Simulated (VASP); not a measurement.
Crystal: ZrB2.

```
Zr B
1.0
     3.17000    0.00000    0.00000
    -1.58500    2.74530    0.00000
     0.00000    0.00000    3.53300
Zr B
1 2
Cartesian
  0.0000 0.0000 0.0000
  1.5850 0.9151 1.7665
  0.0000 1.8302 1.7665
```

* Program: VASP 6.6.1
* Task: relaxation of cell and atoms
* Functional: revPBE
* Dispersion: D3(BJ)
* Potentials or basis: VASP PAW PBE potentials, release 64 (Zr_sv, B)
* Cutoff: 600 eV
* k mesh: 10 × 10 × 8
* Occupations: fermi-dirac, width 0.05 eV
* Spin: no spin polarisation

At the start: pressure -8.3 GPa; volume 10.25 Å³/atom.

Problem. Where does the relaxation end?

Solution. Over 3 steps the energy falls by 9.3 meV/atom and the volume is 9.90 Å³/atom (-3.4 %); space group P6/mmm (No. 191, to 0.05 Å).

The path:
```tsv
step	energy change (eV)	largest force (eV/Å)	pressure (GPa)	volume (Å³)
1	0.0000	0.0000	-8.25	30.75
2	0.0171	0.0000	11.93	28.46
3	-0.0280	0.0000	-0.06	29.71
```

Final structure:
```
Zr B
1.0
     3.13147    0.00000    0.00000
    -1.56574    2.71194    0.00000
     0.00000    0.00000    3.49857
Zr B
1 2
Direct
  0.00000 0.00000 0.00000
  0.66667 0.33333 0.50000
  0.33333 0.66667 0.50000
```

Caveat: the PAW data sets were made with another functional, which shifts forces and pressure a little; pairwise dispersion overbinds metals, which lowers pressure and volume.
